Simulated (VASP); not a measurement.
# TePb (Fm-3m) in VASP: settings compared, part 2 of 2

VASP 6.6.1. The steps go on from the part before.

## (4) Single point, BLYP+D3(BJ)

Contents of INCAR:

```
PREC     = Accurate       # precision mode
ENCUT    = 520            # plane-wave cutoff, eV
EDIFF    = 1E-7           # SCF threshold, eV
ISMEAR   = -1             # smearing method
SIGMA    = 0.05           # smearing width, eV
LREAL    = F              # projectors in reciprocal space
LASPH    = T              # aspherical terms in the spheres
NELM     = 100            # most SCF steps
ALGO     = Normal         # electronic algorithm
ISIF     = 2              # what is computed and relaxed
LWAVE    = F              # write WAVECAR
LCHARG   = F              # write CHGCAR
GGA      = B5             # functional
ALDAX    = 1.0          
AGGAX    = 1.0          
AGGAC    = 1.0          
ALDAC    = 0.0          
IVDW     = 12             # dispersion correction
VDW_S6   = 1.0          
VDW_S8   = 2.6996       
VDW_A1   = 0.4298       
VDW_A2   = 4.2359       
NBANDS   = 17             # bands
```

Contents of KPOINTS:

```
Automatic mesh
0
Gamma
  7 7 7
```

Contents of POSCAR:

```
TePb
1.0
    0.0000000000      3.2943690292      3.2943690292
    3.2943690292      0.0000000000      3.2943690292
    3.2943690292      3.2943690292      0.0000000000
Pb Te
1 1
Direct
    0.0000000000      0.0000000000      0.0000000000
    0.5000000000      0.5000000000      0.5000000000
```

Potentials or basis: VASP PAW PBE potentials, release 64 (Pb_d, Te).

On the command line:

```console
> cat potpaw_PBE.64/Pb_d/POTCAR potpaw_PBE.64/Te/POTCAR > POTCAR
> mpirun -np 1 vasp_std > vasp.out
```

OUTCAR:

```text
PREC = Accurate
   ENCUT = 520
   EDIFF = 1E-7
   ISMEAR = -1
   LREAL = F
   LASPH = T
   NELM = 100
   ISIF = 2
   GGA = B5
   IVDW = 12
 IVDW          = 12

 ion  position               nearest neighbor table
   1  0.000  0.000  0.000-   2 3.29   2 3.29   2 3.29   2 3.29   2 3.29   2 3.29
   2  0.500  0.500  0.500-   1 3.29   1 3.29   1 3.29   1 3.29   1 3.29   1 3.29

  LATTYP: Found a face centered cubic cell.
 ALAT       =     6.5887380584

  Lattice vectors:

 A1 = (   0.0000000000,   3.2943690292,   3.2943690292)
 A2 = (   3.2943690292,   0.0000000000,   3.2943690292)
 A3 = (   3.2943690292,   3.2943690292,   0.0000000000)

Analysis of symmetry for initial positions (statically):
=====================================================================
 Subroutine PRICEL returns:
 Original cell was already a primitive cell.

 Routine SETGRP: Setting up the symmetry group for a
 face centered cubic supercell.

 Subroutine GETGRP returns: Found 48 space group operations
[... 9 lines left out ...]

 Routine SETGRP: Setting up the symmetry group for a
 face centered cubic supercell.

 Subroutine GETGRP returns: Found 48 space group operations
[... 11 lines left out ...]
                                     Primitive cell

  volume of cell :      71.5067

  direct lattice vectors                    reciprocal lattice vectors
     0.000000000  3.294369029  3.294369029    -0.151774132  0.151774132  0.151774132
     3.294369029  0.000000000  3.294369029     0.151774132 -0.151774132  0.151774132
     3.294369029  3.294369029  0.000000000     0.151774132  0.151774132 -0.151774132

  length of vectors
     4.658941361  4.658941361  4.658941361     0.262880508  0.262880508  0.262880508

  position of ions in fractional coordinates (direct lattice)
     0.000000000  0.000000000  0.000000000
     0.500000000  0.500000000  0.500000000

  ion indices of the primitive-cell ions
   primitive index   ion index
                 1           1
                 2           2

----------------------------------------------------------------------------------------

 KPOINTS: Automatic mesh

Automatic generation of k-mesh.
 Grid dimensions read from file:
 generate k-points for:    7    7    7

 Generating k-lattice:

  Cartesian coordinates                     Fractional coordinates (reciprocal lattice)
    -0.021682019  0.021682019  0.021682019     0.142857143  0.000000000  0.000000000
     0.021682019 -0.021682019  0.021682019     0.000000000  0.142857143  0.000000000
     0.021682019  0.021682019 -0.021682019     0.000000000  0.000000000  0.142857143

  Length of vectors
     0.037554358  0.037554358  0.037554358

  Shift w.r.t. Gamma in fractional coordinates (k-lattice)
     0.000000000  0.000000000  0.000000000

 Subroutine IBZKPT returns following result:
 ===========================================

 Found     20 irreducible k-points:

 Following reciprocal coordinates:
            Coordinates               Weight
  0.000000  0.000000  0.000000      1.000000
  0.142857  0.000000  0.000000      8.000000
  0.285714  0.000000  0.000000      8.000000
  0.428571  0.000000  0.000000      8.000000
  0.142857  0.142857  0.000000      6.000000
  0.285714  0.142857  0.000000     24.000000
[... 12 lines left out ...]
 -0.428571  0.428571  0.142857     24.000000
 -0.285714  0.428571  0.142857     24.000000
   k-points           NKPTS =     20   k-points in BZ     NKDIM =     20   number of bands    NBANDS=     17
   number of dos      NEDOS =    301   number of ions     NIONS =      2
   total plane-waves  NPLWV =  46656
   dimension x,y,z NGX =    36 NGY =   36 NGZ =   36
   dimension x,y,z NGXF=    72 NGYF=   72 NGZF=   72
   ions per type =               1   1
   NGX,Y,Z   is equivalent  to a cutoff of  12.85, 12.85, 12.85 a.u.
   NGXF,Y,Z  is equivalent  to a cutoff of  25.69, 25.69, 25.69 a.u.
 SYSTEM =  unknown system
   PREC   = accura    normal or accurate (medium, high low for compatibility)
   ISTART =      0    job   : 0-new  1-cont  2-samecut
   ICHARG =      2    charge: 1-file 2-atom 10-const
   ISPIN  =      1    spin polarized calculation?
   LNONCOLLINEAR =      F non collinear calculations
   LSORBIT =      F    spin-orbit coupling
   LASPH  =      T    aspherical Exc in radial PAW
   ENCUT  =  520.0 eV  38.22 Ry    6.18 a.u.   8.66  8.66  8.66*2*pi/ulx,y,z
   NELM   =    100;   NELMIN=  2; NELMDL= -5     # of ELM steps
   EDIFF  = 0.1E-06   stopping-criterion for ELM
   LREAL  =      F    real-space projection
   EDIFFG = 0.1E-05   stopping-criterion for IOM
   NSW    =      0    number of steps for IOM
   IBRION =     -1    ionic relax: 0-MD 1-quasi-New 2-CG
   NFREE  =      0    steps in history (QN), initial steepest desc. (CG)
   ISIF   =      2    stress and relaxation
   ISYM   =      2    0-nonsym 1-usesym 2-fastsym
   POTIM  = 0.5000    time-step for ionic-motion
   TEBEG  =    0.0;   TEEND  =   0.0 temperature during run
   PSTRESS=    0.0 pullay stress
   NELECT =      20.0000    total number of electrons
   NUPDOWN=      -1.0000    fix difference up-down
   EMIN   =  10.00;   EMAX   =-10.00  energy-range for DOS
   EFERMI =   0.00;   METHOD = LEGACY
   ISMEAR =    -1;   SIGMA  =   0.05  broadening in eV -4-tet -1-fermi 0-gaus
   EFERMI_NEDOS =   21; number of points for ismear=-14 and -15
   IALGO  =     38    algorithm
   IMIX   =      4    mixing-type and parameters
     AMIX     =   0.40;   BMIX     =  1.00
     AMIX_MAG =   1.60;   BMIX_MAG =  1.00
  volume/ion in A,a.u.               =      35.75       241.28
  Fermi-wavevector in a.u.,A,eV,Ry     =   1.070621  2.023181 15.595408  1.146230
  Thomas-Fermi vector in A             =   2.206337
   LORBIT       =      0    0 simple, 1 ext, 2 COOP (PROOUT), +10 PAW based schemes
   GGA     = B5    functional components
   LHFCALC =     F    Hartree Fock is set to
   AEXX    =    0.0000 exact exchange contribution
   IVDW    =    12    specifies the selected vdW correction
   LEPSILON=     F    determine dielectric tensor
   LRPA    =     F    only Hartree local field effects (RPA)
 non-spin polarized calculation
  energy-cutoff  :      520.00
  volume of cell :       71.51
 maximum number of plane-waves:      1948
   NGX = 17   NGY = 17   NGZ = 17

 number of electron      19.9999998 magnetization

 Free energy of the ion-electron system (eV)
  ---------------------------------------------------
  ext. energy  EPLUGINS =         0.00000000
  ---------------------------------------------------
  free energy    TOTEN  =        -6.35337709 eV

  energy without entropy =       -6.35337629  energy(sigma->0) =       -6.35337669

 E-fermi :   5.8472     XC(G=0):  -8.4512

 val. band max:        5.2610814357   @ k =   0.4286   0.0000   0.0000
 cond. band min:       6.4093806259   @ k =   0.4286   0.0000   0.0000
 fundamental gap:      1.1482991902
 Fermi energy:         5.8471521066

 k-point     1 :       0.0000    0.0000    0.0000
  band No.  band energies     occupation
      1     -11.3053      2.00000
      2     -11.3053      2.00000
      3     -11.2957      2.00000
      4     -11.2957      2.00000
      5     -11.2957      2.00000
      6      -6.2255      2.00000
[... 9 lines left out ...]
     16      11.4725      0.00000
     17      13.0904      0.00000

 k-point     2 :       0.1429    0.0000    0.0000
  band No.  band energies     occupation
      1     -11.3070      2.00000
      2     -11.3070      2.00000
      3     -11.2953      2.00000
      4     -11.2936      2.00000
      5     -11.2936      2.00000
      6      -6.0663      2.00000
[... 9 lines left out ...]
     16      11.8236      0.00000
     17      14.1807      0.00000

 k-point     3 :       0.2857    0.0000    0.0000
  band No.  band energies     occupation
      1     -11.3116      2.00000
      2     -11.3116      2.00000
      3     -11.2942      2.00000
      4     -11.2880      2.00000
      5     -11.2879      2.00000
      6      -5.6193      2.00000
[... 312 lines left out ...]
 k-point    19 :      -0.4286    0.4286    0.1429
  band No.  band energies     occupation
      1     -11.3406      2.00000
      2     -11.3023      2.00000
      3     -11.2979      2.00000
      4     -11.2814      2.00000
      5     -11.2767      2.00000
      6      -4.7558      2.00000
[... 9 lines left out ...]
     16      15.5464      0.00000
     17      16.3806      0.00000

 k-point    20 :      -0.2857    0.4286    0.1429
  band No.  band energies     occupation
      1     -11.3360      2.00000
      2     -11.3064      2.00000
      3     -11.2921      2.00000
      4     -11.2866      2.00000
      5     -11.2768      2.00000
      6      -4.6425      2.00000
[... 9 lines left out ...]
     16      15.7991      0.00000
     17      16.1307      0.00000

------------------------ aborting loop because EDIFF is reached ----------------------------------------

 Edisp (eV)   -1.81301

 E8    (eV) :    -1.3972

  FORCE on cell =-STRESS in cart. coord.  units (eV):
  Direction    XX          YY          ZZ          XY          YZ          ZX
  --------------------------------------------------------------------------------------
  -------------------------------------------------------------------------------------
  Total      -0.37244    -0.37244    -0.37244    -0.00000     0.00000    -0.00000
  in kB      -8.34491    -8.34491    -8.34491    -0.00000     0.00000    -0.00000
  external pressure =       -8.34 kB  Pullay stress =        0.00 kB

 VOLUME and BASIS-vectors are now :
 -----------------------------------------------------------------------------
  energy-cutoff  :      520.00
  volume of cell :       71.51
      direct lattice vectors                 reciprocal lattice vectors
     0.000000000  3.294369029  3.294369029    -0.151774132  0.151774132  0.151774132
     3.294369029  0.000000000  3.294369029     0.151774132 -0.151774132  0.151774132
     3.294369029  3.294369029  0.000000000     0.151774132  0.151774132 -0.151774132

 POSITION                                       TOTAL-FORCE (eV/Angst)
 -----------------------------------------------------------------------------------
      0.00000      0.00000      0.00000         0.000000     -0.000000     -0.000000
      3.29437      3.29437      3.29437        -0.000000      0.000000      0.000000
 -----------------------------------------------------------------------------------
    total drift:                               -0.000000      0.000000      0.000000

  FREE ENERGIE OF THE ION-ELECTRON SYSTEM (eV)
  ---------------------------------------------------
  free  energy   TOTEN  =        -8.1663823372 eV

  energy  without entropy=       -8.1663815377  energy(sigma->0) =       -8.16638194
```

It took 39 s on 1 thread of Intel Xeon 6975P-C, shared host; peak memory 0.22 GiB.

Results:

| Item | Value |
| --- | --- |
| Free energy | -8.1664 eV |
| Pressure | -0.8 GPa |
| Dispersion energy per atom | -0.907 eV |

Caveat: this odd mesh misses L, where the gap lies, so gap, dielectric constants and Born charges aren't listed; the PAW data sets were made with another functional, which shifts forces and pressure a little; spin-orbit coupling is left out, which moves the levels of the heavy elements.

## (5) Overview

| level | pressure (GPa) |
| --- | --- |
| PBE+D4 | -0.3 |
| revPBE | 0.6 |
| BLYP+D3(BJ) | -0.8 |

Alike in all rows: task single point; potentials or basis VASP PAW PBE potentials, release 64 (Pb_d, Te); no spin polarisation; cell as given; k mesh 7 × 7 × 7; cutoff (eV) 520; smearing fermi-dirac 0.05 eV.

The pressure there spans -0.8 GPa (BLYP+D3(BJ)) to 0.6 GPa (revPBE); a positive pressure means that this level wants a larger cell, a negative one a smaller.

Caveats: spin-orbit coupling is left out, which moves the levels of the heavy elements; the PAW data sets were made with another functional, which shifts forces and pressure a little (some runs).

Absolute energies hang on the potentials; compare differences alone.
